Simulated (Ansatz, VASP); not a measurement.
## Zn: VASP beside Ansatz

```
Zn
1.0
     0.00000    2.01390    2.06301
     2.01390    0.00000    2.06301
     2.01390    2.01390    0.00000
Zn
1
Cartesian
  0.0000 0.0000 0.0000
```

Change from the starting cell: strain +0.025 along x and y, +0.050 along z, atoms carried along.

Alike in both runs: task single point; functional PBE; k mesh 20 × 20 × 20; occupations gaussian, width 0.15 eV; no spin polarisation.

```csv
,VASP,Ansatz
version,VASP 6.6.1,Ansatz 0.2.0
potentials or method,"VASP PAW PBE potentials, release 64 (Zn), cutoff 520 eV","scalar-relativistic, plane waves, PAW"
valence electrons in the cell,12,12
```

|  | VASP | Ansatz | Ansatz less VASP |
| --- | --- | --- | --- |
| gap on the k mesh at the Fermi level (eV) | none | none | - |
| pressure (GPa) | -5.1 | -5.3 | -0.20 |
| traceless stress, the component that is largest in VASP (GPa) | -1.03 | -1.03 | +0.005 |

A gap of «none» marks a metal or a gap that the smearing closes.
